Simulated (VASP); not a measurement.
# WC (Cm) in VASP: notebook, part 3 of 3

VASP 6.6.1.

**5. Single point, PBEsol (atom 1 (W) moved by (-0.225, -0.450) A along y and z)**

Input file INCAR:

```
PREC = Accurate
ENCUT = 520
EDIFF = 1E-7
ISMEAR = 0
SIGMA = 0.15
LREAL = False
LASPH = True
NELM = 60
ALGO = Normal
ISIF = 2
LWAVE = False
LCHARG = False
GGA = PS
NBANDS = 16
```

Input file KPOINTS:

```
regular mesh
0
Gamma
  18 18 16
```

Input file POSCAR:

```
WC
1.0
    2.9005014360      0.0000000000      0.0000000000
   -1.4502507180      2.5119079273      0.0000000000
    0.0000000000      0.0000000000      2.8290000000
W C
1 1
Direct
   -0.0447866734     -0.0895733468     -0.1590668081
    0.6666666667      0.3333333333      0.5000000000
```

Potentials or basis: VASP PAW PBE potentials, release 64 (W_sv, C).

The run is started by

```sh
$ cat potpaw_PBE.64/W_sv/POTCAR potpaw_PBE.64/C/POTCAR > POTCAR
$ mpirun -np 1 vasp_std > vasp.out
```

OUTCAR:

```text
PREC = Accurate
   ENCUT = 520
   EDIFF = 1E-7
   ISMEAR = 0
   LREAL = False
   LASPH = True
   NELM = 60
   ISIF = 2
   GGA = PS

 ion  position               nearest neighbor table
   1  0.955  0.910  0.841-   2 1.74   2 2.04   2 2.04   2 2.36   2 2.59   2 2.59
   2  0.667  0.333  0.500-   1 1.74   1 2.04   1 2.04   1 2.36   1 2.59   1 2.59

  LATTYP: Found a hexagonal cell.
 ALAT       =     2.9005014360
 C/A-ratio  =     0.9753485949

  Lattice vectors:

 A1 = (   2.9005014360,   0.0000000000,   0.0000000000)
 A2 = (  -1.4502507180,   2.5119079273,   0.0000000000)
 A3 = (   0.0000000000,   0.0000000000,   2.8290000000)

Analysis of symmetry for initial positions (statically):
=====================================================================
 Subroutine PRICEL returns:
 Original cell was already a primitive cell.

 Routine SETGRP: Setting up the symmetry group for a
 hexagonal supercell.

 Subroutine GETGRP returns: Found  2 space group operations
 (whereof  2 operations were pure point group operations)
 out of a pool of 24 trial point group operations.

The static configuration has the point symmetry C_1h.

Analysis of symmetry for dynamics (positions and initial velocities):
=====================================================================
 Subroutine PRICEL returns:
 Original cell was already a primitive cell.

 Routine SETGRP: Setting up the symmetry group for a
 hexagonal supercell.

 Subroutine GETGRP returns: Found  2 space group operations
 (whereof  2 operations were pure point group operations)
 out of a pool of 24 trial point group operations.

The dynamic configuration has the point symmetry C_1h.

 Subroutine INISYM returns: Found  2 space group operations
 (whereof  2 operations are pure point group operations),
 and found     1 'primitive' translations

----------------------------------------------------------------------------------------

                                     Primitive cell

[... 111 lines left out ...]
  volume/ion in A,a.u.               =      10.31        69.55
  Fermi-wavevector in a.u.,A,eV,Ry     =   1.564813  2.957068 33.315762  2.448639
  Thomas-Fermi vector in A             =   2.667381
   LORBIT       =      0    0 simple, 1 ext, 2 COOP (PROOUT), +10 PAW based schemes
   GGA     = PS    functional components
   LHFCALC =     F    Hartree Fock is set to
   AEXX    =    0.0000 exact exchange contribution
   IVDW    =     0    specifies the selected vdW correction
   LEPSILON=     F    determine dielectric tensor
   LRPA    =     F    only Hartree local field effects (RPA)
 non-spin polarized calculation
 Gauss-broadening in eV      SIGMA  =   0.15
  energy-cutoff  :      520.00
  volume of cell :       20.61
 maximum number of plane-waves:       580
 NGX is ok and might be reduce to    24
   NGX = 11   NGY = 11   NGZ = 11

 number of electron      18.0000000 magnetization

 Free energy of the ion-electron system (eV)
  ---------------------------------------------------
  ext. energy  EPLUGINS =         0.00000000
  ---------------------------------------------------
  free energy    TOTEN  =       -21.51355052 eV

  energy without entropy =      -21.50672962  energy(sigma->0) =      -21.51014007

 E-fermi :  11.4401     XC(G=0): -13.8348

 val. band max:       11.4379389611   @ k =   0.0556  -0.2222   0.3750
 cond. band min:      11.4403592530   @ k =  -0.1667   0.1111   0.3125
 fundamental gap:      0.0024202918
 Fermi energy:        11.4401066436

 k-point     1 :       0.0000    0.0000    0.0000
  band No.  band energies     occupation
      1     -62.6123      2.00000
      2     -26.9034      2.00000
      3     -26.5884      2.00000
      4     -26.5708      2.00000
      5      -3.3691      2.00000
      6       4.9295      2.00000
[... 433 lines left out ...]
      3     -26.7444      2.00000
      4     -26.5863      2.00000
      5      -2.8321      2.00000
      6       4.9419      2.00000
[... 8 lines left out ...]
     15      23.0733      0.00000
     16      26.5285      0.00000

 [... further k-points ...]

------------------------ aborting loop because EDIFF is reached ----------------------------------------

  FORCE on cell =-STRESS in cart. coord.  units (eV):
  Direction    XX          YY          ZZ          XY          YZ          ZX
  --------------------------------------------------------------------------------------
  -------------------------------------------------------------------------------------
  Total        2.7587206     12.2507737      7.2443966      0.0000000      6.2191988      0.0000000
  in kB      214.4413574    952.2793169    563.1227236      0.0000000    483.4318645      0.0000000
  external PRESSURE =     576.6144660 kB  Pullay stress =       0.0000000 kB

 VOLUME and BASIS-vectors are now :
 -----------------------------------------------------------------------------
  energy-cutoff  :      520.00
  volume of cell :       20.61
      direct lattice vectors                 reciprocal lattice vectors
     2.900501436  0.000000000  0.000000000     0.344767973  0.199051882  0.000000000
    -1.450250718  2.511907927  0.000000000     0.000000000  0.398103764  0.000000000
     0.000000000  0.000000000  2.829000000     0.000000000  0.000000000  0.353481796

 POSITION                                       TOTAL-FORCE (eV/Angst)
 -----------------------------------------------------------------------------------
      1.45025      2.28691      2.37900        -0.000000      6.987343      8.792541
      1.45025      0.83730      1.41450         0.000000     -6.987343     -8.792541
 -----------------------------------------------------------------------------------
    total drift:                                0.000000     -0.000055      0.000034

  FREE ENERGIE OF THE ION-ELECTRON SYSTEM (eV)
  ---------------------------------------------------
  free  energy   TOTEN  =       -21.5135505246 eV

  energy  without entropy=      -21.5067296164  energy(sigma->0) =      -21.51014007
```

stdout:

```text
POSCAR found type information on POSCAR W C
 POSCAR found :  2 types and       2 ions
 scaLAPACK will be used
 -----------------------------------------------------------------------------
|                                                                             |
|                                                                             |
|     You enforced a specific xc type in the INCAR file but a different       |
|     I HOPE YOU KNOW WHAT YOU ARE DOING!                                     |
|                                                                             |
 -----------------------------------------------------------------------------

 LDA part: xc-table for (Slater+PW92), standard interpolation
 POSCAR, INCAR and KPOINTS ok, starting setup
 FFT: planning ... GRIDC
 FFT: planning ... GRID_SOFT
 FFT: planning ... GRID
 WAVECAR not read
 entering main loop
```

Wall time 6.2 min (1 thread of Intel Xeon 8259CL, shared host); peak memory 0.54 GiB.

What came out:

| Property | Result |
| --- | --- |
| Free energy | -21.5136 eV |
| Pressure | 57.7 GPa |
| Largest force | 11.231 eV/Å |
| Band gap on the k mesh | zero (bands 9 and 10 overlap by 1.49 eV) |

Forces on the atoms (eV/Å):
```
W    0.000  6.987  8.793
C    0.000 -6.987 -8.793
```

Caveat: the cell differs from its parent crystal (atom 1 (W) moved by (-0.225, -0.450) A along y and z); the stress differs along the axes, from 21 to 95 GPa; the PAW data sets were made with another functional, which shifts forces and pressure a little; spin-orbit coupling is left out, which moves the levels of the heavy elements.

**6. Single point, PBEsol (atom 1 (W) moved by (+0.225, -0.450) A along y and z)**

Input file INCAR:

```
SYSTEM = WC
ALGO     = Normal         ! electronic algorithm
EDIFF    = 1E-6           ! SCF threshold, eV
ENCUT    = 520            ! plane-wave cutoff, eV
GGA      = PS             ! functional
ISIF     = 2              ! what is computed and relaxed
ISMEAR   = 0              ! smearing method
LASPH    = .TRUE.         ! aspherical terms in the spheres
LCHARG   = .TRUE.         ! write CHGCAR
LELF     = .TRUE.         ! ELF
LREAL    = .FALSE.        ! projectors in reciprocal space
LVHAR    = .TRUE.       
LWAVE    = .FALSE.        ! write WAVECAR
NBANDS   = 16             ! bands
NELM     = 60             ! most SCF steps
PREC     = Accurate       ! precision mode
SIGMA    = 0.15           ! smearing width, eV
```

Input file KPOINTS:

```
k-points
0
G
  18 18 16
  0 0 0
```

POSCAR: that of step 5 with these lines changed.

```diff
@@ -8,3 +8,3 @@
 Direct
-   -0.0447866734     -0.0895733468     -0.1590668081
+    0.0447866734      0.0895733468     -0.1590668081
     0.6666666667      0.3333333333      0.5000000000
```

Potentials or basis: VASP PAW PBE potentials, release 64 (W_sv, C).

The run is started by

```sh
$ cat potpaw_PBE.64/W_sv/POTCAR potpaw_PBE.64/C/POTCAR > POTCAR
$ mpirun -np 1 vasp_std > vasp.out
```

OUTCAR:

```text
SYSTEM = WC
   EDIFF = 1E-6
   ENCUT = 520
   GGA = PS
   ISIF = 2
   ISMEAR = 0
   LASPH = .TRUE.
   LREAL = .FALSE.
   NELM = 60
   PREC = Accurate

 ion  position               nearest neighbor table
   1  0.045  0.090  0.841-   2 1.85   2 1.85   2 2.13   2 2.44   2 2.44   2 2.66
   2  0.667  0.333  0.500-   1 1.85   1 1.85   1 2.13   1 2.44   1 2.44   1 2.66

  LATTYP: Found a hexagonal cell.
 ALAT       =     2.9005014360
 C/A-ratio  =     0.9753485949

  Lattice vectors:

 A1 = (   2.9005014360,   0.0000000000,   0.0000000000)
 A2 = (  -1.4502507180,   2.5119079273,   0.0000000000)
 A3 = (   0.0000000000,   0.0000000000,   2.8290000000)

Analysis of symmetry for initial positions (statically):
=====================================================================
 Subroutine PRICEL returns:
 Original cell was already a primitive cell.

 Routine SETGRP: Setting up the symmetry group for a
 hexagonal supercell.

 Subroutine GETGRP returns: Found  2 space group operations
 (whereof  2 operations were pure point group operations)
 out of a pool of 24 trial point group operations.

The static configuration has the point symmetry C_1h.
[... 161 lines left out ...]

 E-fermi :  11.4796     XC(G=0): -13.8404

 val. band max:       11.4780454673   @ k =  -0.3333   0.1667   0.0000
 cond. band min:      11.4814135510   @ k =   0.1667   0.0556   0.5000
 fundamental gap:      0.0033680836
 Fermi energy:        11.4795901352

 k-point     1 :       0.0000    0.0000    0.0000
  band No.  band energies     occupation
      1     -62.6051      2.00000
      2     -26.7518      2.00000
      3     -26.7126      2.00000
      4     -26.5403      2.00000
      5      -3.4046      2.00000
      6       5.0167      2.00000
[... 433 lines left out ...]
      3     -26.7081      2.00000
      4     -26.5658      2.00000
      5      -2.7581      2.00000
      6       4.9768      2.00000
[... 8 lines left out ...]
     15      23.7841      0.00000
     16      26.8247      0.00000

 [... further k-points ...]

------------------------ aborting loop because EDIFF is reached ----------------------------------------

  FORCE on cell =-STRESS in cart. coord.  units (eV):
  Direction    XX          YY          ZZ          XY          YZ          ZX
  --------------------------------------------------------------------------------------
  -------------------------------------------------------------------------------------
  Total       11.2927102      3.1501368      6.4076286      0.0000000     -3.3051707      0.0000000
  in kB      877.8069531    244.8669943    498.0789216      0.0000000   -256.9181173      0.0000000
  external PRESSURE =     540.2509563 kB  Pullay stress =       0.0000000 kB

 VOLUME and BASIS-vectors are now :
 -----------------------------------------------------------------------------
  energy-cutoff  :      520.00
  volume of cell :       20.61
      direct lattice vectors                 reciprocal lattice vectors
     2.900501436  0.000000000  0.000000000     0.344767973  0.199051882  0.000000000
    -1.450250718  2.511907927  0.000000000     0.000000000  0.398103764  0.000000000
     0.000000000  0.000000000  2.829000000     0.000000000  0.000000000  0.353481796

 POSITION                                       TOTAL-FORCE (eV/Angst)
 -----------------------------------------------------------------------------------
     -0.00000      0.22500      2.37900         0.000000     -4.056840      8.255377
      1.45025      0.83730      1.41450         0.000000      4.056840     -8.255377
 -----------------------------------------------------------------------------------
    total drift:                               -0.000000     -0.000035     -0.000279

  FREE ENERGIE OF THE ION-ELECTRON SYSTEM (eV)
  ---------------------------------------------------
  free  energy   TOTEN  =       -21.7327165681 eV

  energy  without entropy=      -21.7266851693  energy(sigma->0) =      -21.72970087
```

Wall time 6.1 min (1 thread of Intel Xeon 8259CL, shared host); peak memory 0.53 GiB.

What came out:

```yaml
Free_energy: -21.7327 eV
Pressure: 54.0 GPa
Largest_force: 9.198 eV/Å
Band_gap_on_the_k_mesh: zero (bands 9 and 10 overlap by 1.64 eV)
```

Forces in eV/Å, atoms in the order of the input:
```
W    0.000 -4.057  8.255
C    0.000  4.057 -8.255
```

Caveat: the cell differs from its parent crystal (atom 1 (W) moved by (+0.225, -0.450) A along y and z); the stress differs along the axes, from 24 to 88 GPa; the PAW data sets were made with another functional, which shifts forces and pressure a little; spin-orbit coupling is left out, which moves the levels of the heavy elements.

**7. The runs side by side**

```csv
cell,gap on the mesh (eV),pressure (GPa),largest force (eV/Å)
"as given, atomic positions A",none,102.6,22.38
"as given, atomic positions B",none,73.6,10.43
"as given, atomic positions C",none,55.2,12.35
"as given, atomic positions D",none,57.7,11.23
"as given, atomic positions E",none,54.0,9.20
```

Alike in all rows: task single point; level PBEsol; potentials or basis VASP PAW PBE potentials, release 64 (W_sv, C); no spin polarisation; k mesh 18 × 18 × 16; cutoff (eV) 520; smearing gaussian 0.15 eV.

Caveats: the PAW data sets were made with another functional, which shifts forces and pressure a little; spin-orbit coupling is left out, which moves the levels of the heavy elements; atoms lie so close that the PAW spheres overlap strongly, which falsifies energies and pressures (at least some runs); the stress differs along the axes, from 9 to 173 GPa (at least some runs); the stress differs along the axes, from 15 to 131 GPa (at least some runs); the stress differs along the axes, from 2 to 87 GPa (at least some runs); the stress differs along the axes, from 21 to 95 GPa (at least some runs).

Total energies depend on the potentials used, so only differences within one code and one set of settings carry meaning.
